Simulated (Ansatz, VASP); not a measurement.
# Two plane-wave programs on MgS

```
Mg S
1.0
     0.03491    2.86579    2.86579
     2.86579    0.03491    2.86579
     2.86579    2.86579    0.03491
Mg S
1 1
Direct
  0.00107 0.00107 0.00107
  0.24893 0.24893 0.24893
```

Change from the starting cell: shear_111 strain +1.9%.

Alike in both runs: task single point; functional HSE06; k mesh 6 × 6 × 6; no spin polarisation.

```csv
,VASP,Ansatz
version,VASP 6.6.1,Ansatz 0.2.0
potentials or method,"VASP PAW PBE potentials, release 64 (Mg, S)","plane waves, PAW"
plane-wave cutoff (eV),520,420
occupations,"gaussian, width 0.01 eV",fixed
valence electrons in the cell,8,16
```

Ansatz gave:

```
gap on the k mesh at the Fermi level (eV)                     : 4.39
pressure (GPa)                                                : -1.0
traceless stress, the component that is largest in VASP (GPa) : -0.39
```

Problem. Estimate VASP's values.

Solution. gap on the k mesh at the Fermi level (eV): 4.37; pressure (GPa): -1.2; traceless stress, the component that is largest in VASP (GPa): -0.40.

VASP's potentials hold 8 valence electrons a cell and Ansatz's 16, so a difference there can come from the potentials and not from the codes. Ansatz's warnings: stress exchange threshold loose, stress scf threshold loose.
